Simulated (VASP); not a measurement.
# AlN: single point with PBE

AlN:

```
Al N
1.0
     3.11100    0.00000    0.00000
    -1.55550    2.69421    0.00000
     0.00000    0.00000    4.97800
Al N
2 2
Direct
  0.36037 0.72572 0.98805
  0.63573 0.29350 0.48421
  0.32808 0.63848 0.41264
  0.67582 0.34229 0.88509
```

This cell differs from its parent crystal: atoms moved at random.

```
Program             : VASP 6.6.1
Task                : single point
Functional          : PBE
Potentials or basis : VASP PAW PBE potentials, release 64 (Al, N)
Cutoff              : 520 eV
k mesh              : 6 × 6 × 4
Occupations         : gaussian, width 0.05 eV
Spin                : no spin polarisation
```

- Pressure: 7.8 GPa
- Largest force: 3.548 eV/Å
- Band gap on the k mesh: 3.57 eV, direct

Forces in eV/Å, atoms in the order of the input:
```
Al   0.250 -3.424  0.894
Al   1.203  0.943  1.713
N   -1.202 -0.030 -2.505
N   -0.251  2.511 -0.101
```

Stress tensor (GPa, compression positive):
```
 5.67 -2.85  1.00
-2.85 21.05 -3.27
 1.00 -3.27 -3.27
```

Levels at points of the mesh, in eV from the valence-band top:
```csv
k point,band 4,band 5,band 6,band 7,band 8,band 9,band 10,band 11,band 12,band 13
"(0.00, 0.00, 0.00)",-1.73,-1.48,-1.11,-0.57,0.00,3.57,6.24,10.12,10.27,11.05
"(0.50, 0.00, 0.00)",-4.69,-3.62,-2.82,-1.95,-1.43,5.38,5.55,7.31,9.73,10.70
"(0.00, 0.50, 0.00)",-4.79,-3.63,-2.60,-1.85,-1.10,5.13,5.51,7.31,9.45,10.60
"(0.50, 0.50, 0.00)",-4.76,-3.56,-2.73,-2.04,-1.37,5.35,5.61,7.40,9.60,10.68
"(0.00, 0.00, 0.50)",-3.54,-1.56,-1.34,-1.21,-0.77,5.93,6.20,9.10,10.46,10.81
"(0.50, 0.00, 0.50)",-5.98,-2.44,-2.03,-1.66,-1.43,4.77,4.98,8.28,8.58,10.89
"(0.00, 0.50, 0.50)",-6.11,-2.18,-1.77,-1.68,-1.54,4.62,5.07,8.10,8.55,10.89
"(0.50, 0.50, 0.50)",-5.94,-2.28,-2.04,-1.62,-1.41,4.72,4.88,8.20,8.56,11.01
```

Wall time 14 s on 1 thread of Intel(R) Xeon(R) 6975P-C (Granite Rapids), on a shared host, peak memory 0.17 GiB.

Caveat: the cell differs from its parent crystal (atoms moved at random); forces of over 1 eV/Å act on the atoms, so gaps and moduli don't describe the material at rest.
